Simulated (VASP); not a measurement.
# CaSiI6 (R-3m) in VASP: single point with PBEsol

Aim: the single point of CaSiI6 with PBEsol.

Everything below comes from runs of VASP 6.6.1. Logs are shortened: lines on timing, memory, paths and dates and some standing lists are left out, and cuts for length are marked.

### Step 1. The cell of the first run

The structure is trigonal, space group R-3m (No. 166). The conventional cell has a = 12.838 Å, b = 12.838 Å, c = 7.409 Å, α = 90.00°, β = 90.00°, γ = 120.00°. Ca (site symmetry -3m) has 6 I at 3.09 Å and 2 Si at 3.70 Å within 4.1 Å. Si (site symmetry -3m) has 6 I at 2.69 Å within 3.5 Å. I (site symmetry m) has 1 Si at 2.69 Å and 1 Ca at 3.09 Å and 1 I at 3.54 Å within 3.6 Å.

### Step 2. Single point, PBEsol

INCAR reads:

```
SYSTEM = CaSiI6
PREC     = Accurate       ! precision mode
ENCUT    = 520            ! plane-wave cutoff, eV
EDIFF    = 1E-6           ! SCF threshold, eV
ISMEAR   = -1             ! smearing method
SIGMA    = 0.03           ! smearing width, eV
LREAL    = .False.        ! projectors in reciprocal space
LASPH    = .True.         ! aspherical terms in the spheres
NELM     = 100            ! most SCF steps
ALGO     = Normal         ! electronic algorithm
ISIF     = 2              ! what is computed and relaxed
LWAVE    = .False.        ! write WAVECAR
LCHARG   = .True.         ! write CHGCAR
GGA      = PS             ! functional
LELF     = .True.         ! ELF
LVHAR    = .True.       
NBANDS   = 38             ! bands
```

KPOINTS reads:

```
regular mesh
0
Gamma
  4 4 4
  0 0 0
```

POSCAR reads:

```
CaSiI6
1.0
    6.4191542391      3.7061004279      2.4697252588
   -6.4191542391      3.7061004279      2.4697252588
    0.0000000000     -7.4122008558      2.4697252588
Ca Si I
1 1 6
Direct
    0.5000000000      0.5000000000      0.5000000000
    0.0000000000      0.0000000000      0.0000000000
    1.0094102953      0.3067077012      0.3067077012
    0.3067077012      1.0094102953      0.3067077012
    0.3067077012      0.3067077012      1.0094102953
   -0.0094102953      0.6932922988      0.6932922988
    0.6932922988     -0.0094102953      0.6932922988
    0.6932922988      0.6932922988     -0.0094102953
```

Potentials or basis: VASP PAW PBE potentials, release 64 (Ca_sv, Si, I).

The run is started by

```sh
$ cat potpaw_PBE.64/Ca_sv/POTCAR potpaw_PBE.64/Si/POTCAR potpaw_PBE.64/I/POTCAR > POTCAR
$ mpirun -np 1 vasp_std > vasp.out
```

OUTCAR:

```text
SYSTEM = CaSiI6
   PREC = Accurate
   ENCUT = 520
   EDIFF = 1E-6
   ISMEAR = -1
   LREAL = .False.
   LASPH = .True.
   NELM = 100
   ISIF = 2
   GGA = PS

 ion  position               nearest neighbor table
   1  0.500  0.500  0.500-   5 3.09   8 3.09   3 3.09   6 3.09   7 3.09   4 3.09
   2  0.000  0.000  0.000-   5 2.69   8 2.69   3 2.69   6 2.69   7 2.69   4 2.69
   3  0.009  0.307  0.307-   2 2.69   1 3.09   6 3.54
   4  0.307  0.009  0.307-   2 2.69   1 3.09   7 3.54
   5  0.307  0.307  0.009-   2 2.69   1 3.09   8 3.54
   6  0.991  0.693  0.693-   2 2.69   1 3.09   3 3.54
   7  0.693  0.991  0.693-   2 2.69   1 3.09   4 3.54
   8  0.693  0.693  0.991-   2 2.69   1 3.09   5 3.54

  LATTYP: Found a trigonal (rhomboedric) cell.
 ALAT       =     7.8128269135
 COS(alpha) =    -0.3501101793

  Lattice vectors:

 A1 = (   6.4191542391,   3.7061004279,   2.4697252588)
 A2 = (  -6.4191542391,   3.7061004279,   2.4697252588)
 A3 = (   0.0000000000,  -7.4122008558,   2.4697252588)

Analysis of symmetry for initial positions (statically):
=====================================================================
 Subroutine PRICEL returns:
 Original cell was already a primitive cell.

 Routine SETGRP: Setting up the symmetry group for a
 trigonal (rhombohedral) supercell.

 Subroutine GETGRP returns: Found 12 space group operations
 (whereof 12 operations were pure point group operations)
 out of a pool of 12 trial point group operations.

The static configuration has the point symmetry D_3d.

Analysis of symmetry for dynamics (positions and initial velocities):
=====================================================================
 Subroutine PRICEL returns:
 Original cell was already a primitive cell.

 Routine SETGRP: Setting up the symmetry group for a
 trigonal (rhombohedral) supercell.

 Subroutine GETGRP returns: Found 12 space group operations
 (whereof 12 operations were pure point group operations)
 out of a pool of 12 trial point group operations.

The dynamic configuration has the point symmetry D_3d.

 Subroutine INISYM returns: Found 12 space group operations
 (whereof 12 operations are pure point group operations),
 and found     1 'primitive' translations

[... 93 lines left out ...]
   NELM   =    100;   NELMIN=  2; NELMDL= -5     # of ELM steps
   EDIFF  = 0.1E-05   stopping-criterion for ELM
   LREAL  =      F    real-space projection
   EDIFFG = 0.1E-04   stopping-criterion for IOM
   NSW    =      0    number of steps for IOM
   IBRION =     -1    ionic relax: 0-MD 1-quasi-New 2-CG
   NFREE  =      0    steps in history (QN), initial steepest desc. (CG)
   ISIF   =      2    stress and relaxation
   ISYM   =      2    0-nonsym 1-usesym 2-fastsym
   POTIM  = 0.5000    time-step for ionic-motion
   TEBEG  =    0.0;   TEEND  =   0.0 temperature during run
   PSTRESS=    0.0 pullay stress
   NELECT =      56.0000    total number of electrons
   NUPDOWN=      -1.0000    fix difference up-down
   EMIN   =  10.00;   EMAX   =-10.00  energy-range for DOS
   EFERMI =   0.00;   METHOD = LEGACY
   ISMEAR =    -1;   SIGMA  =   0.03  broadening in eV -4-tet -1-fermi 0-gaus
   EFERMI_NEDOS =   21; number of points for ismear=-14 and -15
   IALGO  =     38    algorithm
   IMIX   =      4    mixing-type and parameters
     AMIX     =   0.40;   BMIX     =  1.00
     AMIX_MAG =   1.60;   BMIX_MAG =  1.00
  volume/ion in A,a.u.               =      44.07       297.37
  Fermi-wavevector in a.u.,A,eV,Ry     =   0.886623  1.675475 10.695555  0.786101
  Thomas-Fermi vector in A             =   2.007814
   LORBIT       =      0    0 simple, 1 ext, 2 COOP (PROOUT), +10 PAW based schemes
   GGA     = PS    functional components
   LHFCALC =     F    Hartree Fock is set to
   AEXX    =    0.0000 exact exchange contribution
   IVDW    =     0    specifies the selected vdW correction
   LEPSILON=     F    determine dielectric tensor
   LRPA    =     F    only Hartree local field effects (RPA)
 non-spin polarized calculation
  energy-cutoff  :      520.00
  volume of cell :      352.53
 maximum number of plane-waves:      9514
 NGX is ok and might be reduce to    60
   NGX = 29   NGY = 29   NGZ = 29

 number of electron      55.9999996 magnetization

 Free energy of the ion-electron system (eV)
  ---------------------------------------------------
  ext. energy  EPLUGINS =         0.00000000
  ---------------------------------------------------
  free energy    TOTEN  =       -23.61749722 eV

  energy without entropy =      -23.61559074  energy(sigma->0) =      -23.61654398

 E-fermi :   1.3401     XC(G=0):  -7.4601

 val. band max:        1.3210136844   @ k =   0.0000   0.0000   0.0000
 cond. band min:       1.3462214312   @ k =   0.0000   0.0000   0.0000
 fundamental gap:      0.0252077468
 Fermi energy:         1.3400901354

 k-point     1 :       0.0000    0.0000    0.0000
  band No.  band energies     occupation
      1     -38.6885      2.00000
      2     -19.8216      2.00000
      3     -19.7936      2.00000
      4     -19.7936      2.00000
      5     -11.6171      2.00000
      6     -10.3613      2.00000
[... 522 lines left out ...]
     37       6.7093      0.00000
     38       6.8459      0.00000

------------------------ aborting loop because EDIFF is reached ----------------------------------------

  FORCE on cell =-STRESS in cart. coord.  units (eV):
  Direction    XX          YY          ZZ          XY          YZ          ZX
  --------------------------------------------------------------------------------------
  -------------------------------------------------------------------------------------
  Total        0.0863291      0.0863291      0.0526361      0.0000000      0.0000000      0.0000000
  in kB        0.3923491      0.3923491      0.2392210      0.0000000      0.0000000      0.0000000
  external PRESSURE =       0.3413064 kB  Pullay stress =       0.0000000 kB

 VOLUME and BASIS-vectors are now :
 -----------------------------------------------------------------------------
  energy-cutoff  :      520.00
  volume of cell :      352.53
      direct lattice vectors                 reciprocal lattice vectors
     6.419154239  3.706100428  2.469725259     0.077891881  0.044970899  0.134967779
    -6.419154239  3.706100428  2.469725259    -0.077891881  0.044970899  0.134967779
     0.000000000 -7.412200856  2.469725259     0.000000000 -0.089941797  0.134967779

 POSITION                                       TOTAL-FORCE (eV/Angst)
 -----------------------------------------------------------------------------------
      0.00000      0.00000      3.70459         0.000000      0.000000     -0.000000
      0.00000      0.00000      0.00000         0.000000      0.000000     -0.000000
     -1.90840     -1.10181      1.53821        -0.010650     -0.006149     -0.001398
      1.90840     -1.10181      1.53821         0.010650     -0.006149     -0.001398
      0.00000      2.20363      1.53821         0.000000      0.012297     -0.001398
      1.90840      1.10181      5.87097         0.010650      0.006149      0.001398
     -1.90840      1.10181      5.87097        -0.010650      0.006149      0.001398
      0.00000     -2.20363      5.87097         0.000000     -0.012297      0.001398
 -----------------------------------------------------------------------------------
    total drift:                               -0.000000      0.000000     -0.000000

  FREE ENERGIE OF THE ION-ELECTRON SYSTEM (eV)
  ---------------------------------------------------
  free  energy   TOTEN  =       -23.6174972194 eV

  energy  without entropy=      -23.6155907444  energy(sigma->0) =      -23.61654398
```

stdout:

```text
POSCAR found type information on POSCAR CaSiI
 POSCAR found :  3 types and       8 ions
 scaLAPACK will be used
 -----------------------------------------------------------------------------
|                                                                             |
|                                                                             |
|     You enforced a specific xc type in the INCAR file but a different       |
|     I HOPE YOU KNOW WHAT YOU ARE DOING!                                     |
|                                                                             |
 -----------------------------------------------------------------------------

 LDA part: xc-table for (Slater+PW92), standard interpolation
 POSCAR, INCAR and KPOINTS ok, starting setup
 FFT: planning ... GRIDC
 FFT: planning ... GRID_SOFT
 FFT: planning ... GRID
 WAVECAR not read
 entering main loop
```

Run time: 2.5 min. Hardware: 1 thread of Intel Xeon Platinum 8488C (Sapphire Rapids), shared host; peak memory 0.58 GiB.

Results:

```yaml
Free_energy: -23.6175 eV
Pressure: 0.0 GPa
Largest_force: 0.012 eV/Å
Band_gap_on_the_k_mesh: 0.03 eV
```

Forces in eV/Å, atoms in the order of the input:
```
Ca   0.000  0.000  0.000
Si   0.000  0.000  0.000
I   -0.011 -0.006 -0.001
I    0.011 -0.006 -0.001
I    0.000  0.012 -0.001
I    0.011  0.006  0.001
I   -0.011  0.006  0.001
I    0.000 -0.012  0.001
```

Caveat: semilocal functionals underestimate gaps, and a narrow one can read as zero; the PAW data sets were made with another functional, which shifts forces and pressure a little; spin-orbit coupling is left out, which moves the levels of the heavy elements. A k mesh can miss the band edges.
